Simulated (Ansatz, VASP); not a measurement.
Two plane-wave programs on Cs2B

```
Cs B
1.0
     0.00000    5.26061    5.26061
     5.26061    0.00000    5.26061
     5.26061    5.26061    0.00000
Cs B
4 2
Direct
  0.12500 0.12500 0.12500
  0.62500 0.12500 0.12500
  0.12500 0.12500 0.62500
  0.12500 0.62500 0.12500
  0.50000 0.50000 0.50000
  0.75000 0.75000 0.75000
```

Alike in both runs: functional PBE; k mesh 6 × 6 × 6; occupations gaussian, width 0.1 eV; no spin polarisation.

Ansatz relaxed the structure, and its values are those at the end. VASP's run is a single point on that final structure, the one shown.

|  | VASP | Ansatz |
| --- | --- | --- |
| version | VASP 6.6.1 | Ansatz 0.2.0 |
| potentials or method | VASP PAW PBE potentials, release 64 (Cs_sv, B), cutoff 520 eV | scalar-relativistic, plane waves, PAW |
| valence electrons in the cell | 42 | 42 |

Ansatz gave:

- gap on the k mesh at the Fermi level (eV): none
- pressure (GPa): 0.0

Task: What did VASP give for the same quantities?

Result: gap on the k mesh at the Fermi level (eV): none; pressure (GPa): 0.1.

A gap of «none» marks a metal or a gap that the smearing closes.

Spin-orbit coupling is off throughout.
